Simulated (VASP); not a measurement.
Crystal: Sn2Te3Pt.

```
CELL_PARAMETERS angstrom
6.53668 0.00000 0.00000
-3.26834 5.66093 0.00000
0.00000 0.00000 4.80026
ATOMIC_POSITIONS crystal
Sn 0.66667 0.33333 0.00000
Sn 0.33333 0.66667 0.00000
Te 0.00000 0.50000 0.50000
Te 0.50000 0.00000 0.50000
Te 0.50000 0.50000 0.50000
Pt 0.00000 0.00000 0.00000
```

```yaml
Program: VASP 6.6.1
Task: relaxation of cell and atoms
Functional: PBE
Potentials_or_basis: VASP PAW PBE potentials, release 64 (Sn_d, Te, Pt)
Cutoff: 600 eV
k_mesh: 6 × 6 × 8
Occupations: gaussian, width 0.1 eV
Spin: no spin polarisation
```

At the start: pressure 3.1 GPa; volume 29.60 Å³/atom.

Question: Where does the relaxation end?

Answer: Over 12 steps the energy falls by 255.5 meV/atom and the volume is 30.66 Å³/atom (+3.6 %); space group P6/mmm (No. 191, to 0.05 Å).

Step by step:
| step | energy change (eV) | largest force (eV/Å) | pressure (GPa) | volume (Å³) |
| --- | --- | --- | --- | --- |
| 1 | 0.0000 | 0.0000 | 3.12 | 177.63 |
| 2 | -0.3907 | 0.0000 | -1.15 | 192.57 |
| 3 | -0.4129 | 0.0000 | -2.53 | 199.86 |
| 4 | -0.8312 | 0.0000 | -2.11 | 193.64 |
| 5 | -1.1788 | 0.0000 | 5.95 | 170.19 |
| 6 | -1.3448 | 0.0000 | -0.98 | 184.96 |
| 7 | -1.5035 | 0.0000 | 1.20 | 177.84 |
| 8 | -1.5015 | 0.0000 | 1.43 | 177.32 |
| 9 | -1.4982 | 0.0000 | 0.71 | 184.46 |
| 10 | -1.5205 | 0.0000 | 0.99 | 180.79 |
| 11 | -1.5198 | 0.0000 | -0.94 | 187.35 |
| 12 | -1.5327 | 0.0000 | 0.00 | 183.95 |

Final structure:
```yaml
crystal:
  lattice:
    - [5.78987, 0.00000, 0.00000]
    - [-2.89493, 5.01417, 0.00000]
    - [0.00000, 0.00000, 6.33641]
  atoms:
    - { symbol: Sn, position: [0.66667, 0.33333, 0.00000] }
    - { symbol: Sn, position: [0.33333, 0.66667, 0.00000] }
    - { symbol: Te, position: [0.00000, 0.50000, 0.50000] }
    - { symbol: Te, position: [0.50000, 0.00000, 0.50000] }
    - { symbol: Te, position: [0.50000, 0.50000, 0.50000] }
    - { symbol: Pt, position: [0.00000, 0.00000, 0.00000] }
```
